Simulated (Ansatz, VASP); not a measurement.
# One calculation of SbAs, two programs

The input INCAR:

```
PREC = Accurate
ENCUT = 600
EDIFF = 1E-6
ISMEAR = -1
SIGMA = 0.05
LREAL = False
LASPH = True
NELM = 100
ALGO = Normal
ISIF = 3
LWAVE = False
LCHARG = False
GGA = CA
IBRION = 2
NSW = 70
EDIFFG = -0.005
```

File KPOINTS:

```
regular mesh
0
Gamma
  12 12 12
```

Contents of POSCAR:

```
SbAs
1.0
    2.0127500000      1.1620617543      3.6123333333
   -2.0127500000      1.1620617543      3.6123333333
    0.0000000000     -2.3241235086      3.6123333333
Sb As
1 1
Direct
    0.5000000000      0.5000000000      0.5000000000
    0.0000000000      0.0000000000      0.0000000000
```

Input for Ansatz:

```yaml
crystal:
  lattice:
    - [2.01275, 1.1620617543, 3.6123333333]
    - [-2.01275, 1.1620617543, 3.6123333333]
    - [0.0, -2.3241235086, 3.6123333333]
  atoms:
    - { symbol: Sb, position: [0.5, 0.5, 0.5] }
    - { symbol: As, position: [0.0, 0.0, 0.0] }
kpoints:
  mp_grid: { grid: [12, 12, 12] }
scf:
  occupations: { method: fermi_dirac, width: 0.05 }
hamiltonian:
  xc: lda
  pseudopotentials: { kind: paw }
output:
  forces: true
  stress: true
relax:
  f_tol: 0.005
  max_steps: 50
  cell: {}
```

Alike in both runs: task relaxation of cell and atoms; functional LDA; k mesh 12 × 12 × 12; occupations fermi-dirac, width 0.05 eV; no spin polarisation.

|  | VASP | Ansatz |
| --- | --- | --- |
| version | VASP 6.6.1 | Ansatz 0.2.0 |
| potentials or method | VASP PAW LDA potentials, release 64 (Sb, As) | PAW with Ansatz's default frozen-core files, scalar-relativistic |
| plane-wave cutoff (eV) | 600 | 420 |
| valence electrons in the cell | 10 | 30 |

|  | VASP | Ansatz | Ansatz less VASP |
| --- | --- | --- | --- |
| relaxed volume (Å³/atom) | 23.54 | 23.47 | -0.074 |
| relaxed cell length with the largest relative difference (Å) | 4.054 | 4.049 | -0.0052 |

LDA's correlation is that of Perdew and Zunger in VASP and of Perdew and Wang (1992) in Ansatz. VASP's potentials hold 10 valence electrons a cell and Ansatz's 30, so a difference there can come from the potentials and not from the codes.

Spin-orbit coupling is off throughout.
